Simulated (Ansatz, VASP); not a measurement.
# SiC2 in VASP and in Ansatz

File INCAR:

```
SYSTEM = SiC2
PREC     = Accurate       ! precision mode
ENCUT    = 520            ! plane-wave cutoff, eV
EDIFF    = 1E-6           ! SCF threshold, eV
ISMEAR   = 0              ! smearing method
SIGMA    = 0.1            ! smearing width, eV
LREAL    = .False.        ! projectors in reciprocal space
LASPH    = .True.         ! aspherical terms in the spheres
NELM     = 150            ! most SCF steps
ALGO     = Normal         ! electronic algorithm
ISIF     = 2              ! what is computed and relaxed
LWAVE    = .False.        ! write WAVECAR
LCHARG   = .True.         ! write CHGCAR
ISPIN    = 2              ! spin polarisation
MAGMOM   = 0 1 1          ! initial moments
LORBIT   = 11             ! projections on sites
GGA      = PE             ! functional
LELF     = .True.         ! ELF
LVHAR    = .True.       
NBANDS   = 17             ! bands
```

Contents of KPOINTS:

```
Automatic mesh
0
Gamma
  6 6 2
  0 0 0
```

POSCAR

```
SiC2
1.0
    2.4736564936      0.0000000000      0.0000000000
   -1.2368282468      2.1422493637      0.0000000000
    0.0000000000      0.0000000000      8.4537281864
Si C
1 2
Direct
    0.0000000000      0.0000000000      0.5000000000
    0.6666666667      0.3333333333      0.0000000000
    0.3333333333      0.6666666667      0.0000000000
```

Input for Ansatz:

```yaml
crystal:
  lattice:
    - [2.4736564936, 0.0, 0.0]
    - [-1.2368282468, 2.1422493637, 0.0]
    - [0.0, 0.0, 8.4537281864]
  atoms:
    - { symbol: Si, position: [0.0, 0.0, 0.5] }
    - { symbol: C, position: [0.6666666667, 0.3333333333, 0.0], spin: 1.0 }
    - { symbol: C, position: [0.3333333333, 0.6666666667, 0.0], spin: 1.0 }
basis:
  ecutwfc: 420
kpoints:
  mp_grid: { grid: [6, 6, 2] }
hamiltonian:
  xc: pbe
scf:
  occupations: { method: gaussian, width: 0.1 }
  lower_state_search: "off"
output:
  forces: true
  stress: true
  eigenvalues: true
  populations: true
magnetization:
  spin_polarized: true
```

Alike in both runs: task single point; functional PBE; k mesh 6 × 6 × 2; occupations gaussian, width 0.1 eV; collinear spin.

|  | VASP | Ansatz |
| --- | --- | --- |
| version | VASP 6.6.1 | Ansatz 0.2.0 |
| potentials or method | VASP PAW PBE potentials, release 64 (Si, C), cutoff 520 eV | scalar-relativistic, plane waves, PAW |
| valence electrons in the cell | 12 | 12 |

Ansatz gave:

| Item | Value |
| --- | --- |
| pressure (GPa) | 0.1 |
| traceless stress, the component that is largest in VASP (GPa) | 0.18 |
| net moment per atom (μB) | 0.03 |

Q: Which values does VASP return?

A: Pressure (GPa): 0.2; traceless stress, the component that is largest in VASP (GPa): -0.02; net moment per atom (μB): 0.00.

Ansatz's warnings: seeded moment not kept.

The k mesh is coarse, so the values compare programs but aren't converged.
